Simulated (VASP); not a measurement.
A run of VASP 6.6.1:

File INCAR:

```
SYSTEM = Pt
PREC = Accurate
ENCUT = 520
EDIFF = 1E-7
ISMEAR = 0
SIGMA = 0.15
LREAL = .FALSE.
LASPH = .TRUE.
NELM = 100
ALGO = Fast
ISIF = 2
LWAVE = .FALSE.
LCHARG = .FALSE.
GGA = PS
NBANDS = 17
```

KPOINTS

```
regular mesh
0
G
  18 18 10
  0 0 0
```

File POSCAR:

```
Pt
1.0
    2.7251897179     -0.0726263060      0.0000000000
   -1.4254910849      2.3963966788      0.0000000000
    0.0000000000      0.0000000000      5.0519393331
Pt
2
Direct
    0.6666666667      0.3333333333      0.7500000000
    0.3333333333      0.6666666667      0.2500000000
```

Potentials or basis: VASP PAW PBE potentials, release 64 (Pt).

Command:

```console
$ cat potpaw_PBE.64/Pt/POTCAR > POTCAR
$ mpirun -np 1 vasp_std > vasp.out
```

Hardware: 1 thread of Intel(R) Xeon(R) Platinum 8259CL CPU @ 2.50GHz (Skylake/Cascade Lake), with other jobs on the host.

Question: Estimate the wall time of this run.

Answer: It took 11 min on 1 thread of Intel(R) Xeon(R) Platinum 8259CL CPU @ 2.50GHz (Skylake/Cascade Lake), on a shared host, peak memory 0.53 GiB. Counts: scf iterations 14, k points 984.
